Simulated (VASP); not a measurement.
**MoS2: single point with PBE+D3(BJ)**

The system is MoS2.

```
Mo S
1.0
     1.56673    0.90455    5.95890
    -1.56673    0.90455    5.95890
     0.00000   -1.80910    5.95890
Mo S
1 2
Direct
  0.00000 0.00000 0.00000
  0.75633 0.75633 0.75633
  0.24367 0.24367 0.24367
```

```
Program             : VASP 6.6.1
Task                : single point
Functional          : PBE
Dispersion          : D3(BJ)
Potentials or basis : VASP PAW PBE potentials, release 64 (Mo_sv, S)
Cutoff              : 500 eV
k mesh              : 18 × 18 × 18
Occupations         : gaussian, width 0.15 eV
Spin                : no spin polarisation
```

- Pressure: -0.1 GPa
- Largest force: 0.013 eV/Å
- Band gap on the k mesh: zero (bands 13 and 14 overlap by 0.54 eV)
- Dispersion energy per atom: -0.450 eV

Forces in eV/Å, atoms in the order of the input:
```
Mo   0.000  0.000  0.000
S    0.000  0.000 -0.013
S    0.000  0.000  0.013
```

Levels at points of the mesh, in eV from the Fermi level:
```
           k point  band 9  band 10  band 11  band 12  band 13  band 14  band 15  band 16  band 17  band 18
(0.00, 0.00, 0.00)   -3.70    -1.57    -1.43    -0.80    -0.80     0.06     0.06     3.17     3.17     6.35
(0.50, 0.00, 0.00)   -5.42    -4.02    -2.73    -2.01    -1.28     1.37     2.16     3.08     3.97     5.58
(0.50, 0.50, 0.00)   -4.51    -3.87    -2.83    -2.49    -1.69     1.37     1.80     3.79     4.71     4.97
(0.50, 0.50, 0.50)   -3.66    -3.66    -0.78    -0.78    -0.14    -0.14    -0.12     3.38     3.38     6.53
```

It took 23 min on 1 thread of Oxide Virtual Turin-like Processor (shared host), peak memory 0.67 GiB.
